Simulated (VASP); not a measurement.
# GaN in VASP: notebook

GaN is run at these levels: PBE; tasks: single point.

Everything below comes from runs of VASP 6.6.1. Logs are shortened: lines on timing, memory, paths and dates and some standing lists are left out, and cuts for length are marked.

## (1) The cell of the first run

Symmetry: F-43m, No. 216, cubic system. Conventional cell: a = 4.565 Å, b = 4.565 Å, c = 4.565 Å, α = 90.00°, β = 90.00°, γ = 90.00°. Within 2.6 Å of Ga (site symmetry -43m) lie 4 N at 1.98 Å. N (site symmetry -43m) has 4 Ga at 1.98 Å within 2.6 Å.

## (2) Single point, PBE (strain +1.5%)

INCAR reads:

```
SYSTEM = GaN
PREC     = Accurate       ! precision mode
ENCUT    = 520            ! plane-wave cutoff, eV
EDIFF    = 1E-6           ! SCF threshold, eV
ISMEAR   = 0              ! smearing method
SIGMA    = 0.01           ! smearing width, eV
LREAL    = .FALSE.        ! projectors in reciprocal space
LASPH    = .TRUE.         ! aspherical terms in the spheres
NELM     = 60             ! most SCF steps
ALGO     = Normal         ! electronic algorithm
ISIF     = 2              ! what is computed and relaxed
LWAVE    = .FALSE.        ! write WAVECAR
LCHARG   = .FALSE.        ! write CHGCAR
GGA      = PE             ! functional
NBANDS   = 16             ! bands
```

KPOINTS reads:

```
regular mesh
0
G
  6 6 6
  0 0 0
```

POSCAR reads:

```
GaN
1.0
    0.0000000000      2.2826868317      2.2826868317
    2.2826868317      0.0000000000      2.2826868317
    2.2826868317      2.2826868317      0.0000000000
Ga N
1 1
Direct
    0.0000000000      0.0000000000      0.0000000000
    0.2500000000      0.2500000000      0.2500000000
```

Potentials or basis: VASP PAW PBE potentials, release 64 (Ga_d, N).

On the command line:

```sh
> cat potpaw_PBE.64/Ga_d/POTCAR potpaw_PBE.64/N/POTCAR > POTCAR
> mpirun -np 1 vasp_std > vasp.out
```

OUTCAR:

```text
SYSTEM = GaN
   PREC = Accurate
   ENCUT = 520
   EDIFF = 1E-6
   ISMEAR = 0
   LREAL = .FALSE.
   LASPH = .TRUE.
   NELM = 60
   ISIF = 2
   GGA = PE

 ion  position               nearest neighbor table
   1  0.000  0.000  0.000-   2 1.98   2 1.98   2 1.98   2 1.98
   2  0.250  0.250  0.250-   1 1.98   1 1.98   1 1.98   1 1.98

  LATTYP: Found a face centered cubic cell.
 ALAT       =     4.5653736634

  Lattice vectors:

 A1 = (   0.0000000000,   2.2826868317,   2.2826868317)
 A2 = (   2.2826868317,   0.0000000000,   2.2826868317)
 A3 = (   2.2826868317,   2.2826868317,   0.0000000000)

Analysis of symmetry for initial positions (statically):
=====================================================================
 Subroutine PRICEL returns:
 Original cell was already a primitive cell.

 Routine SETGRP: Setting up the symmetry group for a
 face centered cubic supercell.

 Subroutine GETGRP returns: Found 24 space group operations
 (whereof 24 operations were pure point group operations)
 out of a pool of 48 trial point group operations.

The static configuration has the point symmetry T_d .

Analysis of symmetry for dynamics (positions and initial velocities):
=====================================================================
 Subroutine PRICEL returns:
 Original cell was already a primitive cell.

 Routine SETGRP: Setting up the symmetry group for a
 face centered cubic supercell.

 Subroutine GETGRP returns: Found 24 space group operations
 (whereof 24 operations were pure point group operations)
 out of a pool of 48 trial point group operations.

The dynamic configuration has the point symmetry T_d .

 Subroutine INISYM returns: Found 24 space group operations
 (whereof 24 operations are pure point group operations),
 and found     1 'primitive' translations

----------------------------------------------------------------------------------------

                                     Primitive cell

  volume of cell :      23.7886

  direct lattice vectors                    reciprocal lattice vectors
     0.000000000  2.282686832  2.282686832    -0.219040121  0.219040121  0.219040121
     2.282686832  0.000000000  2.282686832     0.219040121 -0.219040121  0.219040121
     2.282686832  2.282686832  0.000000000     0.219040121  0.219040121 -0.219040121

  length of vectors
     3.228206676  3.228206676  3.228206676     0.379388619  0.379388619  0.379388619

[... 70 lines left out ...]
   NELM   =     60;   NELMIN=  2; NELMDL= -5     # of ELM steps
   EDIFF  = 0.1E-05   stopping-criterion for ELM
   LREAL  =      F    real-space projection
   EDIFFG = 0.1E-04   stopping-criterion for IOM
   NSW    =      0    number of steps for IOM
   IBRION =     -1    ionic relax: 0-MD 1-quasi-New 2-CG
   NFREE  =      0    steps in history (QN), initial steepest desc. (CG)
   ISIF   =      2    stress and relaxation
   ISYM   =      2    0-nonsym 1-usesym 2-fastsym
   POTIM  = 0.5000    time-step for ionic-motion
   TEBEG  =    0.0;   TEEND  =   0.0 temperature during run
   PSTRESS=    0.0 pullay stress
   NELECT =      18.0000    total number of electrons
   NUPDOWN=      -1.0000    fix difference up-down
   EMIN   =  10.00;   EMAX   =-10.00  energy-range for DOS
   EFERMI =   0.00;   METHOD = LEGACY
   ISMEAR =     0;   SIGMA  =   0.01  broadening in eV -4-tet -1-fermi 0-gaus
   EFERMI_NEDOS =   21; number of points for ismear=-14 and -15
   IALGO  =     38    algorithm
   IMIX   =      4    mixing-type and parameters
     AMIX     =   0.40;   BMIX     =  1.00
     AMIX_MAG =   1.60;   BMIX_MAG =  1.00
  volume/ion in A,a.u.               =      11.89        80.27
  Fermi-wavevector in a.u.,A,eV,Ry     =   1.491796  2.819085 30.279143  2.225454
  Thomas-Fermi vector in A             =   2.604405
   LORBIT       =      0    0 simple, 1 ext, 2 COOP (PROOUT), +10 PAW based schemes
   GGA     = PE    functional components
   LHFCALC =     F    Hartree Fock is set to
   AEXX    =    0.0000 exact exchange contribution
   IVDW    =     0    specifies the selected vdW correction
   LEPSILON=     F    determine dielectric tensor
   LRPA    =     F    only Hartree local field effects (RPA)
 non-spin polarized calculation
 Gauss-broadening in eV      SIGMA  =   0.01
  energy-cutoff  :      520.00
  volume of cell :       23.79
 maximum number of plane-waves:       650
   NGX = 13   NGY = 13   NGZ = 13

 number of electron      17.9999983 magnetization

 Free energy of the ion-electron system (eV)
  ---------------------------------------------------
  ext. energy  EPLUGINS =         0.00000000
  ---------------------------------------------------
  free energy    TOTEN  =       -12.14748968 eV

  energy without entropy =      -12.14748968  energy(sigma->0) =      -12.14748968

 E-fermi :   4.9972     XC(G=0): -11.4607

 val. band max:        4.8755562859   @ k =   0.0000   0.0000   0.0000
 cond. band min:       6.3487479102   @ k =   0.0000   0.0000   0.0000
 fundamental gap:      1.4731916243
 Fermi energy:         4.9972114983

 k-point     1 :       0.0000    0.0000    0.0000
  band No.  band energies     occupation
      1     -10.7375      2.00000
      2      -8.5462      2.00000
      3      -8.5462      2.00000
      4      -8.5462      2.00000
      5      -8.2639      2.00000
      6      -8.2639      2.00000
[... 281 lines left out ...]
      3      -8.3663      2.00000
      4      -8.2701      2.00000
      5      -8.2278      2.00000
      6      -6.3929      2.00000
[... 8 lines left out ...]
     15      25.1403      0.00000
     16      27.2248      0.00000

------------------------ aborting loop because EDIFF is reached ----------------------------------------

  FORCE on cell =-STRESS in cart. coord.  units (eV):
  Direction    XX          YY          ZZ          XY          YZ          ZX
  --------------------------------------------------------------------------------------
  -------------------------------------------------------------------------------------
  Total       -0.2668063     -0.2668063     -0.2668063      0.0000000     -0.0000000      0.0000000
  in kB      -17.9695662    -17.9695662    -17.9695662      0.0000000     -0.0000000      0.0000000
  external PRESSURE =     -17.9695662 kB  Pullay stress =       0.0000000 kB

 VOLUME and BASIS-vectors are now :
 -----------------------------------------------------------------------------
  energy-cutoff  :      520.00
  volume of cell :       23.79
      direct lattice vectors                 reciprocal lattice vectors
     0.000000000  2.282686832  2.282686832    -0.219040121  0.219040121  0.219040121
     2.282686832  0.000000000  2.282686832     0.219040121 -0.219040121  0.219040121
     2.282686832  2.282686832  0.000000000     0.219040121  0.219040121 -0.219040121

 POSITION                                       TOTAL-FORCE (eV/Angst)
 -----------------------------------------------------------------------------------
      0.00000      0.00000      0.00000         0.000000     -0.000000     -0.000000
      1.14134      1.14134      1.14134        -0.000000      0.000000      0.000000
 -----------------------------------------------------------------------------------
    total drift:                                0.000002      0.000002      0.000001

  FREE ENERGIE OF THE ION-ELECTRON SYSTEM (eV)
  ---------------------------------------------------
  free  energy   TOTEN  =       -12.1474896766 eV

  energy  without entropy=      -12.1474896766  energy(sigma->0) =      -12.14748968
```

OSZICAR:

```text
N       E                     dE             d eps       ncg     rms          rms(c)
DAV:   1     0.753497416222E+02    0.75350E+02   -0.92520E+03   576   0.200E+03
DAV:   2    -0.881736768654E+01   -0.84167E+02   -0.78630E+02   576   0.313E+02
DAV:   3    -0.140321029572E+02   -0.52147E+01   -0.51963E+01   608   0.674E+01
DAV:   4    -0.140917738229E+02   -0.59671E-01   -0.59664E-01   608   0.760E+00
DAV:   5    -0.140924996362E+02   -0.72581E-03   -0.72581E-03   640   0.751E-01    0.759E+00
DAV:   6    -0.121517277649E+02    0.19408E+01   -0.49925E+00   768   0.385E+01    0.270E+00
DAV:   7    -0.121553186425E+02   -0.35909E-02   -0.29798E-01   568   0.668E+00    0.175E+00
DAV:   8    -0.121515807067E+02    0.37379E-02   -0.64335E-02   584   0.314E+00    0.839E-01
DAV:   9    -0.121471585187E+02    0.44222E-02   -0.13485E-02   752   0.251E+00    0.227E-01
DAV:  10    -0.121475697024E+02   -0.41118E-03   -0.13805E-03   576   0.467E-01    0.120E-01
DAV:  11    -0.121474850963E+02    0.84606E-04   -0.23448E-04   752   0.240E-01    0.917E-03
DAV:  12    -0.121474898251E+02   -0.47288E-05   -0.27774E-05   576   0.463E-02    0.744E-03
DAV:  13    -0.121474896766E+02    0.14855E-06   -0.45147E-07   424   0.126E-02
   1 F= -.12147490E+02 E0= -.12147490E+02  d E =-.415227E-68
```

stdout:

```text
POSCAR found type information on POSCAR GaN
 POSCAR found :  2 types and       2 ions
 scaLAPACK will be used
 LDA part: xc-table for (Slater+PW92), standard interpolation
 POSCAR, INCAR and KPOINTS ok, starting setup
 FFT: planning ... GRIDC
 FFT: planning ... GRID_SOFT
 FFT: planning ... GRID
 WAVECAR not read
 entering main loop
```

Wall time 5.6 s (1 thread of Intel Xeon Platinum 8259CL at 2.50GHz (Skylake/Cascade Lake), shared host); peak memory 0.14 GiB.

Results:

- Free energy: -12.1475 eV
- Pressure: -1.8 GPa
- Band gap on the k mesh: 1.47 eV, direct

Caveat: the cell differs from its parent crystal (strain +1.5%).

[end of part 1 of 2]
